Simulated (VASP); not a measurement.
# MgO (P6_3/mmc) in VASP: a series of runs

MgO is run at these levels: PBEsol; tasks: single point.

Everything below comes from runs of VASP 6.6.1. Logs are shortened: lines on timing, memory, paths and dates and some standing lists are left out, and cuts for length are marked.

## 1. The cell of the first run

The structure is hexagonal, space group P6_3/mmc (No. 194). Conventional cell: a = 3.366 Å, b = 3.366 Å, c = 4.034 Å, α = 90.00°, β = 90.00°, γ = 120.00°. Mg (site symmetry -6m2) has 5 O at 1.94 to 2.02 Å within 2.6 Å. Within 2.6 Å of O (site symmetry -6m2) lie 5 Mg at 1.94 to 2.02 Å.

## 2. Single point, PBEsol

Contents of INCAR:

```
ALGO = Normal
EDIFF = 1E-6
ENCUT = 520
GGA = PS
ISIF = 2
ISMEAR = 0
LASPH = T
LCHARG = F
LREAL = F
LWAVE = F
NBANDS = 16
NELM = 100
PREC = Accurate
SIGMA = 0.01
```

Contents of KPOINTS:

```
k-points
0
Gamma
  6 6 6
```

Contents of POSCAR:

```
MgO
1.0
    3.3660628807      0.0000000000      0.0000000000
   -1.6830314404      2.9150924440      0.0000000000
    0.0000000000      0.0000000000      4.0338532685
Mg O
2 2
Direct
    0.6666666667      0.3333333333      0.7500000000
    0.3333333333      0.6666666667      0.2500000000
    0.6666666667      0.3333333333      0.2500000000
    0.3333333333      0.6666666667      0.7500000000
```

Potentials or basis: VASP PAW PBE potentials, release 64 (Mg, O).

On the command line:

```sh
$ cat potpaw_PBE.64/Mg/POTCAR potpaw_PBE.64/O/POTCAR > POTCAR
$ mpirun -np 1 vasp_std > vasp.out
```

OUTCAR:

```text
EDIFF = 1E-6
   ENCUT = 520
   GGA = PS
   ISIF = 2
   ISMEAR = 0
   LASPH = T
   LREAL = F
   NELM = 100
   PREC = Accurate

 ion  position               nearest neighbor table
   1  0.667  0.333  0.750-   4 1.94   4 1.94   4 1.94   3 2.02   3 2.02   2 2.80   2 2.80   2 2.80
                             2 2.80   2 2.80   2 2.80
   2  0.333  0.667  0.250-   3 1.94   3 1.94   3 1.94   4 2.02   4 2.02   1 2.80   1 2.80   1 2.80
                             1 2.80   1 2.80   1 2.80
   3  0.667  0.333  0.250-   2 1.94   2 1.94   2 1.94   1 2.02   1 2.02
   4  0.333  0.667  0.750-   1 1.94   1 1.94   1 1.94   2 2.02   2 2.02

  LATTYP: Found a hexagonal cell.
 ALAT       =     3.3660628807
 C/A-ratio  =     1.1983891601

  Lattice vectors:

 A1 = (   3.3660628807,   0.0000000000,   0.0000000000)
 A2 = (  -1.6830314404,   2.9150924440,   0.0000000000)
 A3 = (   0.0000000000,   0.0000000000,   4.0338532685)

Analysis of symmetry for initial positions (statically):
=====================================================================
 Subroutine PRICEL returns:
 Original cell was already a primitive cell.

 Routine SETGRP: Setting up the symmetry group for a
 hexagonal supercell.

 Subroutine GETGRP returns: Found 24 space group operations
 (whereof 12 operations were pure point group operations)
 out of a pool of 24 trial point group operations.

The static configuration has the point symmetry D_3d.
 The point group associated with its full space group is D_6h.

Analysis of symmetry for dynamics (positions and initial velocities):
=====================================================================
 Subroutine PRICEL returns:
 Original cell was already a primitive cell.

 Routine SETGRP: Setting up the symmetry group for a
 hexagonal supercell.

 Subroutine GETGRP returns: Found 24 space group operations
 (whereof 12 operations were pure point group operations)
 out of a pool of 24 trial point group operations.

The dynamic configuration has the point symmetry D_3d.
 The point group associated with its full space group is D_6h.

 Subroutine INISYM returns: Found 24 space group operations
 (whereof 12 operations are pure point group operations),
 and found     1 'primitive' translations

----------------------------------------------------------------------------------------

                                     Primitive cell

  volume of cell :      39.5817

  direct lattice vectors                    reciprocal lattice vectors
     3.366062881  0.000000000  0.000000000     0.297082983  0.171521147  0.000000000
    -1.683031440  2.915092444  0.000000000     0.000000000  0.343042294  0.000000000
     0.000000000  0.000000000  4.033853268     0.000000000  0.000000000  0.247901927

  length of vectors
     3.366062881  3.366059831  4.033853268     0.343041983  0.343042294  0.247901927

  position of ions in fractional coordinates (direct lattice)
     0.666666667  0.333333333  0.750000000
     0.333333333  0.666666667  0.250000000
     0.666666667  0.333333333  0.250000000
     0.333333333  0.666666667  0.750000000

  ion indices of the primitive-cell ions
   primitive index   ion index
                 1           1
                 2           2
                 3           3
                 4           4

----------------------------------------------------------------------------------------

 KPOINTS: k-points

Automatic generation of k-mesh.
 Grid dimensions read from file:
 generate k-points for:    6    6    6

 Generating k-lattice:

  Cartesian coordinates                     Fractional coordinates (reciprocal lattice)
     0.049513830  0.028586858  0.000000000     0.166666667  0.000000000  0.000000000
     0.000000000  0.057173716  0.000000000     0.000000000  0.166666667  0.000000000
     0.000000000  0.000000000  0.041316988     0.000000000  0.000000000  0.166666667

  Length of vectors
     0.057173664  0.057173716  0.041316988

  Shift w.r.t. Gamma in fractional coordinates (k-lattice)
     0.000000000  0.000000000  0.000000000

 Subroutine IBZKPT returns following result:
 ===========================================

 Found     28 irreducible k-points:

 Following reciprocal coordinates:
            Coordinates               Weight
  0.000000  0.000000  0.000000      1.000000
  0.166667  0.000000  0.000000      6.000000
  0.333333 -0.000000  0.000000      6.000000
  0.500000  0.000000  0.000000      3.000000
  0.166667  0.166667  0.000000      6.000000
  0.333333  0.166667  0.000000     12.000000
[... 16 lines left out ...]
  0.166667  0.000000  0.500000      6.000000
  0.333333 -0.000000  0.500000      6.000000
 [... further k-points ...]
   k-points           NKPTS =     28   k-points in BZ     NKDIM =     28   number of bands    NBANDS=     16
   number of dos      NEDOS =    301   number of ions     NIONS =      4
   total plane-waves  NPLWV =  23520
   dimension x,y,z NGX =    28 NGY =   28 NGZ =   30
   dimension x,y,z NGXF=    56 NGYF=   56 NGZF=   60
   ions per type =               2   2
   NGX,Y,Z   is equivalent  to a cutoff of  13.83, 13.83, 12.36 a.u.
   NGXF,Y,Z  is equivalent  to a cutoff of  27.66, 27.66, 24.73 a.u.
 SYSTEM =  unknown system
   PREC   = accura    normal or accurate (medium, high low for compatibility)
   ISTART =      0    job   : 0-new  1-cont  2-samecut
   ICHARG =      2    charge: 1-file 2-atom 10-const
   ISPIN  =      1    spin polarized calculation?
   LNONCOLLINEAR =      F non collinear calculations
   LSORBIT =      F    spin-orbit coupling
   LASPH  =      T    aspherical Exc in radial PAW
   ENCUT  =  520.0 eV  38.22 Ry    6.18 a.u.   6.26  6.26  7.50*2*pi/ulx,y,z
   NELM   =    100;   NELMIN=  2; NELMDL= -5     # of ELM steps
   EDIFF  = 0.1E-05   stopping-criterion for ELM
   LREAL  =      F    real-space projection
   EDIFFG = 0.1E-04   stopping-criterion for IOM
   NSW    =      0    number of steps for IOM
   IBRION =     -1    ionic relax: 0-MD 1-quasi-New 2-CG
   NFREE  =      0    steps in history (QN), initial steepest desc. (CG)
   ISIF   =      2    stress and relaxation
   ISYM   =      2    0-nonsym 1-usesym 2-fastsym
   POTIM  = 0.5000    time-step for ionic-motion
   TEBEG  =    0.0;   TEEND  =   0.0 temperature during run
   PSTRESS=    0.0 pullay stress
   NELECT =      16.0000    total number of electrons
   NUPDOWN=      -1.0000    fix difference up-down
   EMIN   =  10.00;   EMAX   =-10.00  energy-range for DOS
   EFERMI =   0.00;   METHOD = LEGACY
   ISMEAR =     0;   SIGMA  =   0.01  broadening in eV -4-tet -1-fermi 0-gaus
   EFERMI_NEDOS =   21; number of points for ismear=-14 and -15
   IALGO  =     38    algorithm
   IMIX   =      4    mixing-type and parameters
     AMIX     =   0.40;   BMIX     =  1.00
     AMIX_MAG =   1.60;   BMIX_MAG =  1.00
  volume/ion in A,a.u.               =       9.90        66.78
  Fermi-wavevector in a.u.,A,eV,Ry     =   1.210459  2.287435 19.935393  1.465210
  Thomas-Fermi vector in A             =   2.346005
   LORBIT       =      0    0 simple, 1 ext, 2 COOP (PROOUT), +10 PAW based schemes
   GGA     = PS    functional components
   LHFCALC =     F    Hartree Fock is set to
   AEXX    =    0.0000 exact exchange contribution
   IVDW    =     0    specifies the selected vdW correction
   LEPSILON=     F    determine dielectric tensor
   LRPA    =     F    only Hartree local field effects (RPA)
 non-spin polarized calculation
 Gauss-broadening in eV      SIGMA  =   0.01
  energy-cutoff  :      520.00
  volume of cell :       39.58
 maximum number of plane-waves:      1084
 NGX is ok and might be reduce to    28
   NGX = 13   NGY = 13   NGZ = 15

 number of electron      15.9999996 magnetization

 Free energy of the ion-electron system (eV)
  ---------------------------------------------------
  ext. energy  EPLUGINS =         0.00000000
  ---------------------------------------------------
  free energy    TOTEN  =       -24.50870684 eV

  energy without entropy =      -24.50870684  energy(sigma->0) =      -24.50870684

 E-fermi :   2.6910     XC(G=0): -10.7999

 val. band max:        2.6243593408   @ k =   0.0000   0.0000   0.0000
 cond. band min:       6.4770165239   @ k =   0.0000   0.0000   0.0000
 fundamental gap:      3.8526571830
 Fermi energy:         2.6910113716

 k-point     1 :       0.0000    0.0000    0.0000
  band No.  band energies     occupation
      1     -14.7563      2.00000
      2     -13.0286      2.00000
      3      -1.4681      2.00000
      4       0.6479      2.00000
      5       0.6479      2.00000
      6       1.6599      2.00000
[... 8 lines left out ...]
     15      18.6606      0.00000
     16      19.3537      0.00000

 k-point     2 :       0.1667    0.0000    0.0000
  band No.  band energies     occupation
      1     -14.5909      2.00000
      2     -13.0565      2.00000
      3      -1.2326      2.00000
      4       0.1509      2.00000
      5       0.4335      2.00000
      6       1.1067      2.00000
[... 8 lines left out ...]
     15      18.0102      0.00000
     16      18.2858      0.00000

 k-point     3 :       0.3333   -0.0000    0.0000
  band No.  band energies     occupation
      1     -14.1865      2.00000
      2     -13.1799      2.00000
      3      -0.9150      2.00000
      4      -0.6023      2.00000
      5       0.1152      2.00000
      6       0.6226      2.00000
[... 8 lines left out ...]
     15      17.5532      0.00000
     16      18.1967      0.00000

 k-point     4 :       0.5000    0.0000    0.0000
  band No.  band energies     occupation
      1     -13.8839      2.00000
      2     -13.3387      2.00000
      3      -1.3938      2.00000
      4      -0.0521      2.00000
      5      -0.0160      2.00000
      6       0.4658      2.00000
[... 8 lines left out ...]
     15      18.2458      0.00000
     16      18.4432      0.00000

 k-point     5 :       0.1667    0.1667    0.0000
  band No.  band energies     occupation
      1     -14.3031      2.00000
      2     -13.1342      2.00000
      3      -0.7946      2.00000
      4      -0.5612      2.00000
      5      -0.0224      2.00000
      6       0.9196      2.00000
[... 8 lines left out ...]
     15      17.7398      0.00000
     16      17.7821      0.00000

 k-point     6 :       0.3333    0.1667    0.0000
  band No.  band energies     occupation
      1     -13.8977      2.00000
      2     -13.3243      2.00000
      3      -1.3243      2.00000
      4      -0.0920      2.00000
      5      -0.0486      2.00000
      6       0.5536      2.00000
[... 8 lines left out ...]
     15      18.1032      0.00000
     16      18.3530      0.00000
[... 267 lines left out ...]
 k-point    21 :       0.3333    0.3333    0.3333
  band No.  band energies     occupation
      1     -13.5006      2.00000
      2     -13.5006      2.00000
      3      -1.1441      2.00000
      4      -1.1441      2.00000
      5      -0.9176      2.00000
      6       0.5880      2.00000
[... 8 lines left out ...]
     15      18.6567      0.00000
     16      21.4492      0.00000

 k-point    22 :       0.0000    0.0000    0.5000
  band No.  band energies     occupation
      1     -13.9021      2.00000
      2     -13.9021      2.00000
      3      -0.0461      2.00000
      4      -0.0461      2.00000
      5       1.1272      2.00000
      6       1.1272      2.00000
[... 8 lines left out ...]
     15      19.5294      0.00000
     16      19.5294      0.00000

 k-point    23 :       0.1667    0.0000    0.5000
  band No.  band energies     occupation
      1     -13.8104      2.00000
      2     -13.8104      2.00000
      3      -0.6087      2.00000
      4      -0.6087      2.00000
      5       1.0615      2.00000
      6       1.0615      2.00000
[... 8 lines left out ...]
     15      19.2119      0.00000
     16      19.2119      0.00000

 k-point    24 :       0.3333   -0.0000    0.5000
  band No.  band energies     occupation
      1     -13.6208      2.00000
      2     -13.6208      2.00000
      3      -1.3925      2.00000
      4      -1.3925      2.00000
      5       0.9351      2.00000
      6       0.9351      2.00000
[... 8 lines left out ...]
     15      18.5085      0.00000
     16      18.5085      0.00000

 [... further k-points ...]
[... 5 lines left out ...]
  --------------------------------------------------------------------------------------
  -------------------------------------------------------------------------------------
  Total        4.4432390      4.4432283      4.8721805     -0.0000000      0.0000000      0.0000000
  in kB      179.8521385    179.8517040    197.2147055     -0.0000000      0.0000000      0.0000000
  external PRESSURE =     185.6395160 kB  Pullay stress =       0.0000000 kB

 VOLUME and BASIS-vectors are now :
 -----------------------------------------------------------------------------
  energy-cutoff  :      520.00
  volume of cell :       39.58
      direct lattice vectors                 reciprocal lattice vectors
     3.366062881  0.000000000  0.000000000     0.297082983  0.171521147  0.000000000
    -1.683031440  2.915092444  0.000000000     0.000000000  0.343042294  0.000000000
     0.000000000  0.000000000  4.033853268     0.000000000  0.000000000  0.247901927

 POSITION                                       TOTAL-FORCE (eV/Angst)
 -----------------------------------------------------------------------------------
      1.68303      0.97170      3.02539        -0.000000     -0.000000      0.000000
     -0.00000      1.94339      1.00846        -0.000000      0.000000      0.000000
      1.68303      0.97170      1.00846         0.000000      0.000000      0.000000
     -0.00000      1.94339      3.02539        -0.000000     -0.000000      0.000000
 -----------------------------------------------------------------------------------
    total drift:                               -0.000000      0.000000     -0.000000

  FREE ENERGIE OF THE ION-ELECTRON SYSTEM (eV)
  ---------------------------------------------------
  free  energy   TOTEN  =       -24.5087068447 eV

  energy  without entropy=      -24.5087068447  energy(sigma->0) =      -24.50870684
```

Run time: 22 s. Hardware: 1 thread of Intel Xeon 8259CL, shared host; peak memory 0.16 GiB.

What came out:

```yaml
Free_energy: -24.5087 eV
Pressure: 18.6 GPa
Band_gap_on_the_k_mesh: 3.85 eV, direct
```

Levels at points of the mesh, in eV from the valence-band top:
| k point | band 5 | band 6 | band 7 | band 8 | band 9 | band 10 | band 11 | band 12 |
| --- | --- | --- | --- | --- | --- | --- | --- | --- |
| (0.00, 0.00, 0.00) | -1.98 | -0.96 | -0.96 | 0.00 | 3.85 | 10.26 | 12.96 | 13.14 |
| (0.50, 0.00, 0.00) | -2.64 | -2.16 | -1.49 | -0.59 | 7.14 | 9.98 | 10.12 | 13.20 |
| (0.00, 0.00, 0.50) | -1.50 | -1.50 | -1.50 | -1.50 | 6.92 | 6.92 | 13.48 | 13.48 |
| (0.50, 0.00, 0.50) | -1.75 | -1.75 | -0.98 | -0.98 | 7.54 | 7.54 | 13.11 | 13.11 |

Caveat: the PAW data sets were made with another functional, which shifts forces and pressure a little.

## 3. Single point, PBEsol

This run uses another cell than the first one, of 10.17 Å³/atom, 1.028 times its volume.

Contents of INCAR:

```
ALGO     = Normal         # electronic algorithm
EDIFF    = 1E-7           # SCF threshold, eV
ENCUT    = 520            # plane-wave cutoff, eV
GGA      = PS             # functional
ISIF     = 2              # what is computed and relaxed
ISMEAR   = 0              # smearing method
LASPH    = True           # aspherical terms in the spheres
LCHARG   = False          # write CHGCAR
LREAL    = False          # projectors in reciprocal space
LWAVE    = False          # write WAVECAR
NBANDS   = 16             # bands
NELM     = 80             # most SCF steps
PREC     = Accurate       # precision mode
SIGMA    = 0.01           # smearing width, eV
```

KPOINTS is that of step 2.

Contents of POSCAR:

```
MgO
1.0
    3.3969459166      0.0000000000      0.0000000000
   -1.6984729583      2.9418379054      0.0000000000
    0.0000000000      0.0000000000      4.0708631639
Mg O
2 2
Direct
    0.6666666667      0.3333333333      0.7500000000
    0.3333333333      0.6666666667      0.2500000000
    0.6666666667      0.3333333333      0.2500000000
    0.3333333333      0.6666666667      0.7500000000
```

Potentials or basis: VASP PAW PBE potentials, release 64 (Mg, O).

On the command line:

```sh
$ cat potpaw_PBE.64/Mg/POTCAR potpaw_PBE.64/O/POTCAR > POTCAR
$ mpirun -np 1 vasp_std > vasp.out
```

It took 20 s on 1 thread of Intel Xeon 8259CL, shared host; peak memory 0.16 GiB.

It converged, with:

- Free energy: -24.6188 eV
- Pressure: 13.2 GPa
- Band gap on the k mesh: 3.71 eV, direct

Stress tensor (GPa, compression positive):
```
12.80  0.00  0.00
 0.00 12.80  0.00
 0.00  0.00 14.10
```

Levels at points of the mesh, in eV from the valence-band top:
```csv
k point,band 5,band 6,band 7,band 8,band 9,band 10,band 11,band 12
"(0.00, 0.00, 0.00)",-1.92,-0.92,-0.92,0.00,3.71,10.03,12.73,12.95
"(0.50, 0.00, 0.00)",-2.57,-2.11,-1.44,-0.58,7.07,9.82,9.90,12.99
"(0.00, 0.00, 0.50)",-1.44,-1.44,-1.44,-1.44,6.77,6.77,13.30,13.30
"(0.50, 0.00, 0.50)",-1.70,-1.70,-0.94,-0.94,7.45,7.45,12.79,12.79
```

Caveat: the PAW data sets were made with another functional, which shifts forces and pressure a little.

(Continued in part 2 of 2.)
